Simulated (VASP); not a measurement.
MgSe, 2 atoms in the cell. The structure is cubic, space group Fm-3m (No. 225). Conventional cell: a = 5.473 Å, b = 5.473 Å, c = 5.473 Å, α = 90.00°, β = 90.00°, γ = 90.00°. Mg (site symmetry m-3m) has 6 Se at 2.74 Å within 3.6 Å. Se (site symmetry m-3m) has 6 Mg at 2.74 Å within 3.6 Å. 

```yaml
Program: VASP 6.6.1
Task: G0W0 quasiparticle levels
Functional: LDA
Potentials_or_basis: VASP PAW LDA potentials, release 64 (Mg_GW, Se_GW)
Cutoff: 500 eV
k_mesh: 4 × 4 × 4
Occupations: gaussian, width 0.01 eV
Spin: no spin polarisation
Dipole_correction: no
GW_scheme: G0W0
GW_iterations: 1
Cutoff_of_the_response_function: 80
Frequency_points: 48
Empty_bands: 60
Further_INCAR_settings: ALGO = EVGW0; EDIFF = 1e-08; NBANDS = 64
```

Potentials or basis: VASP PAW LDA potentials, release 64 (Mg_GW, Se_GW).

The run is started by

```console
$ cat potpaw_LDA.64/Mg_GW/POTCAR potpaw_LDA.64/Se_GW/POTCAR > POTCAR
$ cp INCAR.step1 INCAR
$ mpirun -np 1 vasp_std > vasp.out
$ cp INCAR.step2 INCAR
$ mpirun -np 1 vasp_std > vasp.out
$ cp INCAR.step3 INCAR
$ mpirun -np 1 vasp_std > vasp.out
```

Hardware: 1 thread of Intel Xeon 8259CL (shared host).

Problem. How long does it take, and how much memory?

Solution. Run time: 90 s on 1 thread of Intel Xeon 8259CL (shared host), peak memory 0.37 GiB. Counts: k points 8.
